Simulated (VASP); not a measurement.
# HgTe (I-4m2) in VASP: single point with r2SCAN

Aim: the single point of HgTe with r2SCAN.

Everything below comes from runs of VASP 6.6.1. Logs are shortened: lines on timing, memory, paths and dates and some standing lists are left out, and cuts for length are marked.

### 1 The cell of the first run

The structure is tetragonal, space group I-4m2 (No. 119). Conventional cell: a = 5.732 Å, b = 5.732 Å, c = 3.522 Å, α = 90.00°, β = 90.00°, γ = 90.00°. Within 3.9 Å of Hg (site symmetry -4m2) lie 8 Te at 3.00 to 3.90 Å and 2 Hg at 3.52 Å. Within 3.9 Å of Te (site symmetry -4m2) lie 8 Hg at 3.00 to 3.90 Å and 2 Te at 3.52 Å.

### 2 Single point, r2SCAN

Contents of POSCAR:

```
HgTe
1.0
   -2.8660221527      2.8660221527      1.7609531926
    2.8660221527     -2.8660221527      1.7609531926
    2.8660221527      2.8660221527     -1.7609531926
Hg Te
1 1
Direct
    0.2500000000      0.7500000000      0.5000000000
    0.0000000000      0.0000000000      0.0000000000
```

Contents of INCAR.step1:

```
ALGO     = Normal         # electronic algorithm
EDIFF    = 1E-4           # SCF threshold, eV
ENCUT    = 520            # plane-wave cutoff, eV
GGA      = PE             # functional
ISMEAR   = 0              # smearing method
LASPH    = True           # aspherical terms in the spheres
LCHARG   = False          # write CHGCAR
LREAL    = False          # projectors in reciprocal space
LWAVE    = True           # write WAVECAR
NBANDS   = 16             # bands
NELM     = 80             # most SCF steps
PREC     = Accurate       # precision mode
SIGMA    = 0.15           # smearing width, eV
```

Contents of INCAR.step2:

```
ALGO     = Normal         # electronic algorithm
EDIFF    = 1E-6           # SCF threshold, eV
ENCUT    = 520            # plane-wave cutoff, eV
ISIF     = 2              # what is computed and relaxed
ISMEAR   = 0              # smearing method
ISTART   = 1            
LASPH    = True           # aspherical terms in the spheres
LCHARG   = False          # write CHGCAR
LMIXTAU  = True         
LREAL    = False          # projectors in reciprocal space
LWAVE    = False          # write WAVECAR
METAGGA  = R2SCAN         # meta-GGA
NBANDS   = 16             # bands
NELM     = 80             # most SCF steps
PREC     = Accurate       # precision mode
SIGMA    = 0.15           # smearing width, eV
```

Contents of KPOINTS:

```
k-points
0
Gamma
  18 18 18
```

Potentials or basis: VASP PAW PBE potentials, release 64 (Hg, Te).

Command:

```bash
$ cat potpaw_PBE.64/Hg/POTCAR potpaw_PBE.64/Te/POTCAR > POTCAR
$ cp INCAR.step1 INCAR
$ mpirun -np 1 vasp_std > vasp.out
$ cp INCAR.step2 INCAR
$ mpirun -np 1 vasp_std > vasp.out
```

OUTCAR:

```text
EDIFF = 1E-6
   ENCUT = 520
   ISIF = 2
   ISMEAR = 0
   ISTART = 1
   LASPH = True
   LREAL = False
   METAGGA = R2SCAN
   NELM = 80
   PREC = Accurate

 ion  position               nearest neighbor table
   1  0.250  0.750  0.500-   2 3.00   2 3.00   2 3.00   2 3.00
   2  0.000  0.000  0.000-   1 3.00   1 3.00   1 3.00   1 3.00

  LATTYP: Found a body centered tetragonal cell.
 ALAT       =     5.7320443054
 C/A-ratio  =     0.6144241387

  Lattice vectors:

 A1 = (  -2.8660221527,   2.8660221527,   1.7609531926)
 A2 = (   2.8660221527,  -2.8660221527,   1.7609531926)
 A3 = (   2.8660221527,   2.8660221527,  -1.7609531926)

Analysis of symmetry for initial positions (statically):
=====================================================================
 Subroutine PRICEL returns:
 Original cell was already a primitive cell.

 Routine SETGRP: Setting up the symmetry group for a
 body centered tetragonal supercell.

 Subroutine GETGRP returns: Found  8 space group operations
 (whereof  8 operations were pure point group operations)
 out of a pool of 16 trial point group operations.

The static configuration has the point symmetry D_2d.

Analysis of symmetry for dynamics (positions and initial velocities):
=====================================================================
 Subroutine PRICEL returns:
 Original cell was already a primitive cell.

 Routine SETGRP: Setting up the symmetry group for a
 body centered tetragonal supercell.

 Subroutine GETGRP returns: Found  8 space group operations
 (whereof  8 operations were pure point group operations)
 out of a pool of 16 trial point group operations.

The dynamic configuration has the point symmetry D_2d.

 Subroutine INISYM returns: Found  8 space group operations
 (whereof  8 operations are pure point group operations),
 and found     1 'primitive' translations

----------------------------------------------------------------------------------------

                                     Primitive cell

  volume of cell :      57.8585

  direct lattice vectors                    reciprocal lattice vectors
    -2.866022153  2.866022153  1.760953193     0.000000000  0.174457828  0.283937133
     2.866022153 -2.866022153  1.760953193     0.174457828  0.000000000  0.283937133
     2.866022153  2.866022153 -1.760953193     0.174457828  0.174457828  0.000000000

  length of vectors
     4.419176632  4.419176632  4.419176632     0.333250400  0.333250400  0.246720627

  position of ions in fractional coordinates (direct lattice)
     0.250000000  0.750000000  0.500000000
     0.000000000  0.000000000  0.000000000

  ion indices of the primitive-cell ions
   primitive index   ion index
                 1           1
                 2           2

----------------------------------------------------------------------------------------

 KPOINTS: k-points

Automatic generation of k-mesh.
 Grid dimensions read from file:
 generate k-points for:   18   18   18

 Generating k-lattice:

  Cartesian coordinates                     Fractional coordinates (reciprocal lattice)
     0.000000000  0.009692102  0.015774285     0.055555556  0.000000000  0.000000000
     0.009692102  0.000000000  0.015774285     0.000000000  0.055555556  0.000000000
     0.009692102  0.009692102  0.000000000     0.000000000  0.000000000  0.055555556

  Length of vectors
     0.018513911  0.018513911  0.013706701

  Shift w.r.t. Gamma in fractional coordinates (k-lattice)
     0.000000000  0.000000000  0.000000000

 Subroutine IBZKPT returns following result:
 ===========================================

 Found    480 irreducible k-points:

 Following reciprocal coordinates:
            Coordinates               Weight
  0.000000  0.000000  0.000000      1.000000
  0.055556  0.000000 -0.000000      8.000000
  0.111111  0.000000 -0.000000      8.000000
  0.166667  0.000000 -0.000000      8.000000
  0.222222  0.000000 -0.000000      8.000000
  0.277778  0.000000 -0.000000      8.000000
[... 16 lines left out ...]
 -0.277778  0.055556  0.000000     16.000000
 -0.222222  0.055556  0.000000     16.000000
 [... further k-points ...]
   k-points           NKPTS =    480   k-points in BZ     NKDIM =    480   number of bands    NBANDS=     16
   number of dos      NEDOS =    301   number of ions     NIONS =      2
   total plane-waves  NPLWV =  46656
   dimension x,y,z NGX =    36 NGY =   36 NGZ =   36
   dimension x,y,z NGXF=    72 NGYF=   72 NGZF=   72
   ions per type =               1   1
   NGX,Y,Z   is equivalent  to a cutoff of  13.54, 13.54, 13.54 a.u.
   NGXF,Y,Z  is equivalent  to a cutoff of  27.09, 27.09, 27.09 a.u.
 SYSTEM =  unknown system
   PREC   = accura    normal or accurate (medium, high low for compatibility)
   ISTART =      1    job   : 0-new  1-cont  2-samecut
   ICHARG =      0    charge: 1-file 2-atom 10-const
   ISPIN  =      1    spin polarized calculation?
   LNONCOLLINEAR =      F non collinear calculations
   LSORBIT =      F    spin-orbit coupling
   LASPH  =      T    aspherical Exc in radial PAW
   ENCUT  =  520.0 eV  38.22 Ry    6.18 a.u.   8.22  8.22  8.22*2*pi/ulx,y,z
   NELM   =     80;   NELMIN=  2; NELMDL=  0     # of ELM steps
   EDIFF  = 0.1E-05   stopping-criterion for ELM
   LREAL  =      F    real-space projection
[... 7 lines left out ...]
   TEBEG  =    0.0;   TEEND  =   0.0 temperature during run
   PSTRESS=    0.0 pullay stress
   NELECT =      18.0000    total number of electrons
   NUPDOWN=      -1.0000    fix difference up-down
   EMIN   =  10.00;   EMAX   =-10.00  energy-range for DOS
   EFERMI =   0.00;   METHOD = LEGACY
   ISMEAR =     0;   SIGMA  =   0.15  broadening in eV -4-tet -1-fermi 0-gaus
   EFERMI_NEDOS =   21; number of points for ismear=-14 and -15
   IALGO  =     38    algorithm
   IMIX   =      4    mixing-type and parameters
     AMIX     =   0.40;   BMIX     =  1.00
     AMIX_MAG =   1.60;   BMIX_MAG =  1.00
  volume/ion in A,a.u.               =      28.93       195.22
  Fermi-wavevector in a.u.,A,eV,Ry     =   1.109286  2.096246 16.742166  1.230515
  Thomas-Fermi vector in A             =   2.245823
   LORBIT       =      0    0 simple, 1 ext, 2 COOP (PROOUT), +10 PAW based schemes
   METAGGA = R2SCAN    functional components
   LHFCALC =     F    Hartree Fock is set to
   AEXX    =    0.0000 exact exchange contribution
   IVDW    =     0    specifies the selected vdW correction
   LEPSILON=     F    determine dielectric tensor
   LRPA    =     F    only Hartree local field effects (RPA)
 non-spin polarized calculation
 Gauss-broadening in eV      SIGMA  =   0.15
  energy-cutoff  :      520.00
  volume of cell :       57.86
 maximum number of plane-waves:      1586
 NGX is ok and might be reduce to    36
   NGX = 17   NGY = 17   NGZ = 17

 number of electron      18.0000000 magnetization

 Free energy of the ion-electron system (eV)
  ---------------------------------------------------
  ext. energy  EPLUGINS =         0.00000000
  ---------------------------------------------------
  free energy    TOTEN  =       -74.71955668 eV

  energy without entropy =      -74.71002282  energy(sigma->0) =      -74.71478975

 E-fermi :   4.4603     XC(G=0): -10.3422

 val. band max:        4.4580097101   @ k =  -0.2778   0.3889   0.1111
 cond. band min:       4.4632809484   @ k =  -0.0556   0.1667   0.0556
 fundamental gap:      0.0052712383
 Fermi energy:         4.4603132110

 k-point     1 :       0.0000    0.0000    0.0000
  band No.  band energies     occupation
      1      -8.4282      2.00000
      2      -3.0047      2.00000
      3      -2.8662      2.00000
      4      -2.8328      2.00000
      5      -2.6363      2.00000
      6      -2.6363      2.00000
[... 8 lines left out ...]
     15      13.7782      0.00000
     16      14.6753      0.00000

 k-point     2 :       0.0556    0.0000   -0.0000
  band No.  band energies     occupation
      1      -8.3896      2.00000
      2      -2.9829      2.00000
      3      -2.8623      2.00000
      4      -2.8420      2.00000
      5      -2.6465      2.00000
      6      -2.6443      2.00000
[... 8 lines left out ...]
     15      13.4888      0.00000
     16      14.6137      0.00000

 k-point     3 :       0.1111    0.0000   -0.0000
  band No.  band energies     occupation
      1      -8.2758      2.00000
      2      -2.9241      2.00000
      3      -2.8648      2.00000
      4      -2.8532      2.00000
      5      -2.6731      2.00000
      6      -2.6647      2.00000
[... 8 lines left out ...]
     15      13.5464      0.00000
     16      14.2527      0.00000

 k-point     4 :       0.1667    0.0000   -0.0000
  band No.  band energies     occupation
      1      -8.0932      2.00000
      2      -2.9237      2.00000
      3      -2.8504      2.00000
      4      -2.8102      2.00000
      5      -2.7011      2.00000
      6      -2.6895      2.00000
[... 8 lines left out ...]
     15      13.7946      0.00000
     16      14.6526      0.00000

 k-point     5 :       0.2222    0.0000   -0.0000
  band No.  band energies     occupation
      1      -7.8536      2.00000
      2      -2.9713      2.00000
      3      -2.8748      2.00000
      4      -2.7235      2.00000
      5      -2.7052      2.00000
      6      -2.6807      2.00000
[... 8 lines left out ...]
     15      13.4091      0.00000
     16      15.6159      0.00000

 k-point     6 :       0.2778    0.0000   -0.0000
  band No.  band energies     occupation
      1      -7.5759      2.00000
      2      -3.0121      2.00000
      3      -2.9245      2.00000
      4      -2.7374      2.00000
      5      -2.6827      2.00000
      6      -2.5617      2.00000
[... 8 lines left out ...]
     15      13.1444      0.00000
     16      16.1992      0.00000
[... 267 lines left out ...]
 k-point    21 :      -0.3889    0.0556    0.0000
  band No.  band energies     occupation
      1      -7.2187      2.00000
      2      -3.0288      2.00000
      3      -2.9813      2.00000
      4      -2.7339      2.00000
      5      -2.6285      2.00000
      6      -2.4891      2.00000
[... 8 lines left out ...]
     15      13.5208      0.00000
     16      16.6603      0.00000

 k-point    22 :      -0.3333    0.0556    0.0000
  band No.  band energies     occupation
      1      -7.4990      2.00000
      2      -3.0259      2.00000
      3      -2.9341      2.00000
      4      -2.7279      2.00000
      5      -2.6542      2.00000
      6      -2.5754      2.00000
[... 8 lines left out ...]
     15      13.3690      0.00000
     16      16.0627      0.00000

 k-point    23 :      -0.2778    0.0556    0.0000
  band No.  band energies     occupation
      1      -7.7780      2.00000
      2      -3.0014      2.00000
      3      -2.8876      2.00000
      4      -2.7242      2.00000
      5      -2.6856      2.00000
      6      -2.6647      2.00000
[... 8 lines left out ...]
     15      13.5227      0.00000
     16      15.4959      0.00000

 k-point    24 :      -0.2222    0.0556    0.0000
  band No.  band energies     occupation
      1      -8.0257      2.00000
      2      -2.9611      2.00000
      3      -2.8606      2.00000
      4      -2.8168      2.00000
      5      -2.6901      2.00000
      6      -2.6607      2.00000
[... 8 lines left out ...]
     15      13.8119      0.00000
     16      14.5934      0.00000

 [... further k-points ...]

------------------------ aborting loop because EDIFF is reached ----------------------------------------

  FORCE on cell =-STRESS in cart. coord.  units (eV):
  Direction    XX          YY          ZZ          XY          YZ          ZX
  --------------------------------------------------------------------------------------
  -------------------------------------------------------------------------------------
  Total       -0.0115229     -0.0115229     -0.5439697      0.0000000      0.0000000      0.0000000
  in kB       -0.3190834     -0.3190834    -15.0632401      0.0000000      0.0000000      0.0000000
  external PRESSURE =      -5.2338023 kB  Pullay stress =       0.0000000 kB

 VOLUME and BASIS-vectors are now :
 -----------------------------------------------------------------------------
  energy-cutoff  :      520.00
  volume of cell :       57.86
      direct lattice vectors                 reciprocal lattice vectors
    -2.866022153  2.866022153  1.760953193     0.000000000  0.174457828  0.283937133
     2.866022153 -2.866022153  1.760953193     0.174457828  0.000000000  0.283937133
     2.866022153  2.866022153 -1.760953193     0.174457828  0.174457828  0.000000000

 POSITION                                       TOTAL-FORCE (eV/Angst)
 -----------------------------------------------------------------------------------
      2.86602     -0.00000      0.88048         0.000000     -0.000000      0.000000
      0.00000      0.00000      0.00000        -0.000000      0.000000     -0.000000
 -----------------------------------------------------------------------------------
    total drift:                                0.000000     -0.000000      0.000000

  FREE ENERGIE OF THE ION-ELECTRON SYSTEM (eV)
  ---------------------------------------------------
  free  energy   TOTEN  =       -74.7195566797 eV

  energy  without entropy=      -74.7100228204  energy(sigma->0) =      -74.71478975
```

Wall time 14 min (1 thread of Intel Xeon 6975P-C (Granite Rapids), shared host); peak memory 0.59 GiB.

Results:

| Quantity | Value |
| --- | --- |
| Free energy | -74.7196 eV |
| Pressure | -0.5 GPa |
| Band gap on the k mesh | zero (bands 9 and 10 overlap by 3.19 eV) |

Caveat: the PAW data sets were made with another functional, which shifts forces and pressure a little; spin-orbit coupling is left out, which moves the levels of the heavy elements.
